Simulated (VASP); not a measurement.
Wanted: the native input for a VASP 6.6.1 run.

| Quantity | Value |
| --- | --- |
| Task | single point |
| Functional | PBE |
| Potentials or basis | VASP PAW PBE potentials, release 64 (Sn_d, Ge_d) |
| Cutoff | 520 eV |
| k mesh | 6 × 6 × 2 |
| Occupations | gaussian, width 0.1 eV |
| Spin | no spin polarisation |
| Dipole correction | no |
| Further INCAR settings | ALGO = Normal; EDIFF = 1e-06; NBANDS = 28 |

The structure of SnGe2 lies in POSCAR:

```
SnGe2
1.0
    3.1553210600      0.0000000000      0.0000000000
   -1.5776605300      2.7325881900      0.0000000000
    0.0000000000      0.0000000000      7.7289265700
Sn Ge
1 2
Direct
    0.0000000000      0.0000000000      0.0000000000
    0.3333333300      0.6666666700      0.6666666700
    0.6666666700      0.3333333300      0.3333333300
```

One way to write it, as run:

INCAR

```
  PREC = Accurate
  ENCUT = 520
  EDIFF = 1E-6
  ISMEAR = 0
  SIGMA = 0.1
  LREAL = F
  LASPH = T
  NELM = 80
  ALGO = Normal
  ISIF = 2
  LWAVE = F
  LCHARG = F
  GGA = PE
  NBANDS = 28
```

KPOINTS

```
regular mesh
0
Gamma
  6 6 2
```

Potentials or basis: VASP PAW PBE potentials, release 64 (Sn_d, Ge_d).

Launch:

```sh
$ cat potpaw_PBE.64/Sn_d/POTCAR potpaw_PBE.64/Ge_d/POTCAR > POTCAR
$ mpirun -np 1 vasp_std > vasp.out
```

Results of the run:

- Pressure: 2.1 GPa
- Largest force: 0.620 eV/Å
- Band gap on the k mesh: zero (bands 21 and 22 overlap by 8.04 eV)

Caveat: the k points lie up to 0.41 Å⁻¹ apart, too coarse for converged energies and pressures of a metal; spin-orbit coupling is left out, which moves the levels of the heavy elements.

Wall time 17 s on 1 thread of Intel(R) Xeon(R) Platinum 8488C (Sapphire Rapids) (shared host), peak memory 0.18 GiB.
